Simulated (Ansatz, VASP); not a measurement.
**One calculation of Pb, two programs**

```
CELL_PARAMETERS angstrom
0.00000 2.51954 2.51954
2.51954 0.00000 2.51954
2.51954 2.51954 0.00000
ATOMIC_POSITIONS crystal
Pb 0.00000 0.00000 0.00000
```

Alike in both runs: functional PBE; k mesh 14 × 14 × 14; occupations gaussian, width 0.1 eV; no spin polarisation.

Ansatz relaxed the structure, and its values are those at the end. VASP's run is a single point on that final structure, the one shown.

```csv
,VASP,Ansatz
version,VASP 6.6.1,Ansatz 0.2.0
potentials or method,"VASP PAW PBE potentials, release 64 (Pb_d), cutoff 520 eV","scalar-relativistic, plane waves, PAW"
valence electrons in the cell,14,14
```

|  | VASP | Ansatz | Ansatz less VASP |
| --- | --- | --- | --- |
| gap on the k mesh at the Fermi level (eV) | none | none | - |
| pressure (GPa) | 0.0 | 0.0 | +0.06 |

A gap of «none» marks a metal or a gap that the smearing closes.

Spin-orbit coupling is off throughout.
